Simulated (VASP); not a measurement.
# SnSe2 (P-3m1) in VASP: notebook

Aim: see how the results for SnSe2 move with the level of theory and the settings. Levels: PBE+D3(BJ), LDA. Tasks: relaxation of shape and atoms at fixed volume, single point, relaxation of cell and atoms.

All numbers are computed with VASP 6.6.1; they aren't measurements. Logs are shortened: lines on timing, memory, paths and dates and some standing lists are left out, and cuts for length are marked.

## Step 1: The cell of the first run

It takes space group P-3m1 (No. 164, trigonal). The conventional cell has a = 3.764 Å, b = 3.764 Å, c = 5.690 Å, α = 90.00°, β = 90.00°, γ = 120.00°. Sn (site symmetry -3m) has 6 Se at 2.68 Å within 3.5 Å. Se (site symmetry 3m) has 3 Sn at 2.68 Å and 3 Se at 3.34 Å within 3.5 Å.

## Step 2: Relaxation of shape and atoms at fixed volume, PBE+D3(BJ) (23.28 Å³/atom)

INCAR reads:

```
SYSTEM = SnSe2
PREC = Accurate
ENCUT = 600
EDIFF = 1E-7
ISMEAR = 0
SIGMA = 0.02
LREAL = .FALSE.
LASPH = .TRUE.
NELM = 60
ALGO = Normal
ISIF = 4
LWAVE = .FALSE.
LCHARG = .FALSE.
GGA = PE
IVDW = 12
IBRION = 2
NSW = 50
EDIFFG = -0.01
```

KPOINTS reads:

```
Automatic mesh
0
G
  12 12 6
  0 0 0
```

POSCAR reads:

```
SnSe2
1.0
    3.7643668395      0.0000000000      0.0000000000
   -1.8821834198      3.2600373121      0.0000000000
    0.0000000000      0.0000000000      5.6898058036
Sn Se
1 2
Direct
    0.0000000000      0.0000000000      0.0000000000
    0.3333333333      0.6666666667      0.2767446572
    0.6666666667      0.3333333333      0.7232553428
```

Potentials or basis: VASP PAW PBE potentials, release 64 (Sn_d, Se).

Launch:

```bash
> cat potpaw_PBE.64/Sn_d/POTCAR potpaw_PBE.64/Se/POTCAR > POTCAR
> mpirun -np 1 vasp_std > vasp.out
```

OUTCAR:

```text
SYSTEM = SnSe2
   PREC = Accurate
   ENCUT = 600
   EDIFF = 1E-7
   ISMEAR = 0
   LREAL = .FALSE.
   LASPH = .TRUE.
   NELM = 60
   ISIF = 4
   GGA = PE
   IVDW = 12
   IBRION = 2
   NSW = 50
   EDIFFG = -0.01
 IVDW          = 12

 ion  position               nearest neighbor table
   1  0.000  0.000  0.000-   2 2.68   3 2.68   2 2.68   3 2.68   3 2.68   2 2.68
   2  0.333  0.667  0.277-   1 2.68   1 2.68   1 2.68
   3  0.667  0.333  0.723-   1 2.68   1 2.68   1 2.68

  LATTYP: Found a hexagonal cell.
 ALAT       =     3.7643668395
 C/A-ratio  =     1.5114907888

  Lattice vectors:

 A1 = (   3.7643668395,   0.0000000000,   0.0000000000)
 A2 = (  -1.8821834198,   3.2600373121,   0.0000000000)
 A3 = (   0.0000000000,   0.0000000000,   5.6898058036)

Analysis of symmetry for initial positions (statically):
=====================================================================
 Subroutine PRICEL returns:
 Original cell was already a primitive cell.

 Routine SETGRP: Setting up the symmetry group for a
 hexagonal supercell.

 Subroutine GETGRP returns: Found 12 space group operations
 (whereof 12 operations were pure point group operations)
 out of a pool of 24 trial point group operations.

The static configuration has the point symmetry D_3d.

Analysis of symmetry for dynamics (positions and initial velocities):
=====================================================================
 Subroutine PRICEL returns:
 Original cell was already a primitive cell.

 Routine SETGRP: Setting up the symmetry group for a
 hexagonal supercell.

 Subroutine GETGRP returns: Found 12 space group operations
 (whereof 12 operations were pure point group operations)
 out of a pool of 24 trial point group operations.

The dynamic configuration has the point symmetry D_3d.

 Subroutine INISYM returns: Found 12 space group operations
 (whereof 12 operations are pure point group operations),
 and found     1 'primitive' translations

----------------------------------------------------------------------------------------

                                     Primitive cell

  volume of cell :      69.8252

  direct lattice vectors                    reciprocal lattice vectors
     3.764366840  0.000000000  0.000000000     0.265648924  0.153372478  0.000000000
    -1.882183420  3.260037312  0.000000000     0.000000000  0.306744955  0.000000000
     0.000000000  0.000000000  5.689805804     0.000000000  0.000000000  0.175752923

  length of vectors
     3.764366840  3.764366839  5.689805804     0.306744955  0.306744955  0.175752923

[... 66 lines left out ...]
   total plane-waves  NPLWV =  43200
   dimension x,y,z NGX =    30 NGY =   30 NGZ =   48
   dimension x,y,z NGXF=    60 NGYF=   60 NGZF=   96
   ions per type =               1   2
   NGX,Y,Z   is equivalent  to a cutoff of  13.25, 13.25, 14.02 a.u.
   NGXF,Y,Z  is equivalent  to a cutoff of  26.50, 26.50, 28.05 a.u.
 SYSTEM =  SnSe2
   PREC   = accura    normal or accurate (medium, high low for compatibility)
   ISTART =      0    job   : 0-new  1-cont  2-samecut
   ICHARG =      2    charge: 1-file 2-atom 10-const
   ISPIN  =      1    spin polarized calculation?
   LNONCOLLINEAR =      F non collinear calculations
   LSORBIT =      F    spin-orbit coupling
   LASPH  =      T    aspherical Exc in radial PAW
   ENCUT  =  600.0 eV  44.10 Ry    6.64 a.u.   7.52  7.52 11.36*2*pi/ulx,y,z
   NELM   =     60;   NELMIN=  2; NELMDL= -5     # of ELM steps
   EDIFF  = 0.1E-06   stopping-criterion for ELM
   LREAL  =      F    real-space projection
   EDIFFG = -.1E-01   stopping-criterion for IOM
   NSW    =     50    number of steps for IOM
   IBRION =      2    ionic relax: 0-MD 1-quasi-New 2-CG
   NFREE  =      1    steps in history (QN), initial steepest desc. (CG)
   ISIF   =      4    stress and relaxation
   ISYM   =      2    0-nonsym 1-usesym 2-fastsym
   POTIM  = 0.5000    time-step for ionic-motion
   TEBEG  =    0.0;   TEEND  =   0.0 temperature during run
   PSTRESS=    0.0 pullay stress
   NELECT =      26.0000    total number of electrons
   NUPDOWN=      -1.0000    fix difference up-down
   EMIN   =  10.00;   EMAX   =-10.00  energy-range for DOS
   EFERMI =   0.00;   METHOD = LEGACY
   ISMEAR =     0;   SIGMA  =   0.02  broadening in eV -4-tet -1-fermi 0-gaus
   EFERMI_NEDOS =   21; number of points for ismear=-14 and -15
   IALGO  =     38    algorithm
   IMIX   =      4    mixing-type and parameters
     AMIX     =   0.40;   BMIX     =  1.00
     AMIX_MAG =   1.60;   BMIX_MAG =  1.00
  volume/ion in A,a.u.               =      23.28       157.07
  Fermi-wavevector in a.u.,A,eV,Ry     =   1.177774  2.225670 18.873343  1.387152
  Thomas-Fermi vector in A             =   2.314115
   LORBIT       =      0    0 simple, 1 ext, 2 COOP (PROOUT), +10 PAW based schemes
   GGA     = PE    functional components
   LHFCALC =     F    Hartree Fock is set to
   AEXX    =    0.0000 exact exchange contribution
   IVDW    =    12    specifies the selected vdW correction
   LEPSILON=     F    determine dielectric tensor
   LRPA    =     F    only Hartree local field effects (RPA)
 conjugate gradient relaxation of ions
 non-spin polarized calculation
 Gauss-broadening in eV      SIGMA  =   0.02
  energy-cutoff  :      600.00
  volume of cell :       69.83
 maximum number of plane-waves:      2355
   NGX = 15   NGY = 15   NGZ = 23

--------------------------------------- Ionic step        1  -------------------------------------------

 number of electron      26.0000008 magnetization

 Free energy of the ion-electron system (eV)
  ---------------------------------------------------
  ext. energy  EPLUGINS =         0.00000000
  ---------------------------------------------------
  free energy    TOTEN  =       -11.60596954 eV

  energy without entropy =      -11.60596840  energy(sigma->0) =      -11.60596897

------------------------ aborting loop because EDIFF is reached ----------------------------------------

 Edisp (eV)   -1.20546

 E8    (eV) :    -0.5277
[... 237 lines left out ...]
--------------------------------------- Ionic step        7  -------------------------------------------

 number of electron      25.9999999 magnetization

 Free energy of the ion-electron system (eV)
  ---------------------------------------------------
  ext. energy  EPLUGINS =         0.00000000
  ---------------------------------------------------
  free energy    TOTEN  =       -11.61374211 eV

  energy without entropy =      -11.61366021  energy(sigma->0) =      -11.61370116

 E-fermi :   5.8414     XC(G=0): -10.0709

 val. band max:        5.8355355001   @ k =   0.0833   0.0000   0.0000
 cond. band min:       5.8735841194   @ k =   0.0000   0.3333   0.3333
 fundamental gap:      0.0380486193
 Fermi energy:         5.8414380411

 k-point     1 :       0.0000    0.0000    0.0000
  band No.  band energies     occupation
      1     -15.9145      2.00000
      2     -15.9145      2.00000
      3     -15.8768      2.00000
      4     -15.8625      2.00000
      5     -15.8625      2.00000
      6      -8.9003      2.00000
[... 457 lines left out ...]
      4     -15.8661      2.00000
      5     -15.8608      2.00000
      6      -8.5309      2.00000
[... 9 lines left out ...]
     16      10.3674      0.00000
     17      10.7348      0.00000

 [... further k-points ...]

------------------------ aborting loop because EDIFF is reached ----------------------------------------

 Edisp (eV)   -1.20671

 E8    (eV) :    -0.5285
[... 26 lines left out ...]
  FREE ENERGIE OF THE ION-ELECTRON SYSTEM (eV)
  ---------------------------------------------------
  free  energy   TOTEN  =       -12.8204565948 eV

  energy  without entropy=      -12.8203746969  energy(sigma->0) =      -12.82041565

 reached required accuracy - stopping structural energy minimisation
```

OSZICAR:

```text
N       E                     dE             d eps       ncg     rms          rms(c)
DAV:   1     0.208666147810E+03    0.20867E+03   -0.13660E+04  3411   0.199E+03
DAV:   2     0.107114431365E+02   -0.19795E+03   -0.19445E+03  3648   0.436E+02
DAV:   3    -0.111308892253E+02   -0.21842E+02   -0.21073E+02  4308   0.125E+02
[... 56 lines left out ...]
DAV:   2    -0.116137449891E+02   -0.30153E-04   -0.36227E-04  4306   0.116E-01    0.716E-03
DAV:   3    -0.116137433349E+02    0.16542E-05   -0.45866E-06  4161   0.184E-02    0.491E-03
DAV:   4    -0.116137425453E+02    0.78960E-06   -0.12343E-06  4227   0.960E-03    0.201E-03
DAV:   5    -0.116137421726E+02    0.37271E-06   -0.14670E-07  2782   0.460E-03    0.627E-04
DAV:   6    -0.116137421084E+02    0.64199E-07   -0.61989E-08  1974   0.289E-03
   7 F= -.12820457E+02 E0= -.12820416E+02  d E =-.256888E-04
```

CONTCAR:

```text
SnSe2
   1.00000000000000
     3.7911481378081775   -0.0000000000190801    0.0000000000000001
    -1.8955740689709681    3.2832305967434920    0.0000000000000000
     0.0000000000000000    0.0000000000000001    5.6097022778460186
  Sn              Se
     1     2
Direct
     1.0000000000000000    0.0000000000000000    0.0000000000000000
     0.3333333332999970    0.6666666667000030    0.2835616151723643
     0.6666666667000030    0.3333333332999970    0.7164383848276356

  0.00000000E+00  0.00000000E+00  0.00000000E+00
  0.00000000E+00  0.00000000E+00  0.00000000E+00
  0.00000000E+00  0.00000000E+00  0.00000000E+00
```

Run time: 5 min. Hardware: 1 thread of Intel Xeon 6975P-C (Granite Rapids), shared host; peak memory 0.31 GiB.

Results:

```yaml
Free_energy: -12.8205 eV
Energy_gained_by_relaxing: 3.0 meV/atom
Ionic_steps: 7
Pressure_after_relaxing: 4.1 GPa
Band_gap_on_the_k_mesh: zero (bands 13 and 14 overlap by 0.09 eV)
Dispersion_energy_per_atom: -0.402 eV
```

Forces on the atoms (eV/Å):
```
Sn   0.000  0.000  0.000
Se   0.000  0.000 -0.002
Se   0.000  0.000  0.002
```

The path:
| step | energy change (eV) | largest force (eV/Å) | pressure (GPa) | volume (Å³) |
| --- | --- | --- | --- | --- |
| 1 | 0.0000 | 0.2652 | 5.30 | 69.83 |
| 2 | -0.0049 | 0.1202 | 4.83 | 69.83 |
| 3 | -0.0061 | 0.0080 | 4.45 | 69.83 |
| 4 | -0.0076 | 0.0116 | 4.35 | 69.83 |
| 5 | -0.0090 | 0.0178 | 4.13 | 69.83 |
| 6 | -0.0090 | 0.0173 | 4.12 | 69.83 |
| 7 | -0.0090 | 0.0022 | 4.06 | 69.83 |

Final structure:
```
Sn Se
1.0
     3.79115    0.00000    0.00000
    -1.89557    3.28323    0.00000
     0.00000    0.00000    5.60970
Sn Se
1 2
Direct
  0.00000 0.00000 0.00000
  0.33333 0.66667 0.28356
  0.66667 0.33333 0.71644
```

Levels at points of the mesh, in eV from the Fermi level:
| k point | band 11 | band 12 | band 13 | band 14 | band 15 | band 16 |
| --- | --- | --- | --- | --- | --- | --- |
| (0.00, 0.00, 0.00) | -1.07 | -1.07 | -0.18 | 0.48 | 2.71 | 4.33 |
| (0.50, 0.00, 0.00) | -3.32 | -2.62 | -0.57 | 1.17 | 3.15 | 4.21 |
| (0.00, 0.00, 0.50) | -1.42 | -0.59 | -0.59 | 2.49 | 2.56 | 3.62 |
| (0.50, 0.00, 0.50) | -2.30 | -1.76 | -1.71 | 0.62 | 3.46 | 4.28 |

Caveat: semilocal functionals underestimate gaps, so a narrow gap can read as zero; spin-orbit coupling is left out, which moves the levels of the heavy elements.

## Step 3: Single point, LDA

This run uses another cell than the first one, of 25.58 Å³/atom.

INCAR reads:

```
PREC = Accurate ; ENCUT = 520
EDIFF = 1E-6 ; ISMEAR = 0
SIGMA = 0.02 ; LREAL = F
LASPH = T ; NELM = 100
ALGO = Normal ; ISIF = 2
LWAVE = F ; LCHARG = F
GGA = CA ; NBANDS = 20
```

KPOINTS reads:

```
regular mesh
0
Gamma
  12 12 6
```

POSCAR reads:

```
SnSe2
1.0
    3.8380776574      0.0000000000      0.0000000000
   -1.9190388287      3.3238727530      0.0000000000
    0.0000000000      0.0000000000      6.0146785256
Sn Se
1 2
Direct
    0.0000000000      0.0000000000      0.0000000000
    0.3333333333      0.6666666667      0.2650914421
    0.6666666667      0.3333333333      0.7349085579
```

Potentials or basis: VASP PAW LDA potentials, release 64 (Sn_d, Se).

Launch:

```bash
> cat potpaw_LDA.64/Sn_d/POTCAR potpaw_LDA.64/Se/POTCAR > POTCAR
> mpirun -np 1 vasp_std > vasp.out
```

Wall time 2.8 min (1 thread of AMD EPYC 7R13, shared host); peak memory 0.24 GiB.

It converged, with:

| Property | Result |
| --- | --- |
| Free energy | -13.7783 eV |
| Pressure | -2.1 GPa |
| Largest force | 0.212 eV/Å |
| Band gap on the k mesh | 0.22 eV (least direct gap 0.65 eV) |

Forces in eV/Å, atoms in the order of the input:
```
Sn   0.000  0.000  0.000
Se   0.000  0.000 -0.212
Se   0.000  0.000  0.212
```

Stress tensor (GPa, compression positive):
```
-2.07  0.00  0.00
 0.00 -2.07  0.00
 0.00  0.00 -2.22
```

Levels at points of the mesh, in eV from the valence-band top:
| k point | band 9 | band 10 | band 11 | band 12 | band 13 | band 14 | band 15 | band 16 | band 17 | band 18 |
| --- | --- | --- | --- | --- | --- | --- | --- | --- | --- | --- |
| (0.00, 0.00, 0.00) | -0.75 | -0.75 | -0.57 | -0.57 | -0.15 | 0.50 | 2.75 | 4.35 | 4.35 | 8.00 |
| (0.50, 0.00, 0.00) | -4.42 | -3.30 | -2.71 | -1.75 | -0.40 | 1.01 | 3.33 | 4.77 | 4.86 | 6.69 |
| (0.00, 0.00, 0.50) | -2.52 | -0.92 | -0.92 | -0.30 | -0.30 | 2.27 | 2.59 | 3.97 | 3.97 | 7.21 |
| (0.50, 0.00, 0.50) | -5.09 | -2.42 | -2.10 | -1.16 | -1.02 | 0.49 | 3.72 | 4.38 | 5.64 | 5.84 |

Caveat: spin-orbit coupling is left out, which moves the levels of the heavy elements. A k mesh can miss the band edges.

(Part 1 of 2 ends here.)
